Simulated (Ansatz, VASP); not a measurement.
Two plane-wave programs on BP

```
B P
1.0
     0.00000    2.27505    2.27505
     2.27505    0.00000    2.27505
     2.27505    2.27505    0.00000
B P
1 1
Direct
  0.00000 0.00000 0.00000
  0.25000 0.25000 0.25000
```

Alike in both runs: task single point; functional PBEsol; k mesh 10 × 10 × 10; no spin polarisation.

|  | VASP | Ansatz |
| --- | --- | --- |
| version | VASP 6.6.1 | Ansatz 0.2.0 |
| potentials or method | VASP PAW PBE potentials, release 64 (B, P), cutoff 500 eV | scalar-relativistic, plane waves, PAW |
| occupations | gaussian, width 0.01 eV | fixed |
| valence electrons in the cell | 8 | 8 |

Ansatz gave:

| Quantity | Value |
| --- | --- |
| gap on the k mesh at the Fermi level (eV) | 1.15 |
| least direct gap on the mesh (eV) | 3.35 |
| pressure (GPa) | -3.2 |

Estimate VASP's values.

gap on the k mesh at the Fermi level (eV): 1.14; least direct gap on the mesh (eV): 3.35; pressure (GPa): -3.1.

VASP's potentials were made for PBE, not for PBEsol.
